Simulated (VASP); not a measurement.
A run of VASP 6.6.1 is set up as follows.

Contents of INCAR:

```
PREC = Accurate
ENCUT = 500
EDIFF = 1E-6
ISMEAR = 0
SIGMA = 0.1
LREAL = F
LASPH = T
NELM = 200
ALGO = Normal
ISIF = 2
LWAVE = F
LCHARG = T
GGA = PE
LELF = T
LVHAR = T
NBANDS = 32
GGA_COMPAT = F
LMAXMIX = 6
```

KPOINTS

```
Automatic mesh
0
Gamma
  10 10 10
```

File POSCAR:

```
Nd2ScCl2
1.0
    1.9591734094     -8.5324316464      0.0000000000
    1.9591734094      8.5324316464      0.0000000000
    0.0000000000      0.0000000000      3.9817995638
Nd Sc Cl
2 1 2
Direct
    0.3820941020      0.6179058980      0.5000000000
    0.6179058980      0.3820941020      0.5000000000
    0.0000000000      0.0000000000      0.0000000000
    0.1596087759      0.8403912241      0.0000000000
    0.8403912241      0.1596087759      0.0000000000
```

Potentials or basis: VASP PAW PBE potentials, release 64 (Nd_3, Sc_sv, Cl), 4f in core.

The run is started by

```sh
$ cat potpaw_PBE.64/Nd_3/POTCAR potpaw_PBE.64/Sc_sv/POTCAR potpaw_PBE.64/Cl/POTCAR > POTCAR
$ mpirun -np 1 vasp_std > vasp.out
```

What does it give for the largest force?

0.027 eV/Å.

Predict the band gap on the k mesh.

zero (an odd number of electrons rules out a gap without spin polarisation).

Estimate the pressure.

0.2 GPa.

Forces in eV/Å, atoms in the order of the input:
```
Nd   0.000  0.027  0.000
Nd   0.000 -0.027  0.000
Sc   0.000  0.000  0.000
Cl   0.000 -0.012  0.000
Cl   0.000  0.012  0.000
```

Caveat: spin-orbit coupling is left out, which moves the levels of the heavy elements; the 4f electrons are frozen in the core, so they carry no moment and show no levels; an odd number of electrons without spin polarisation forces a metal; a magnetic or distorted state may lie lower; the run has no spin polarisation, though such a crystal can be magnetic. Spin polarisation is off, so any magnetic state and its effect on volume and gap are missing.
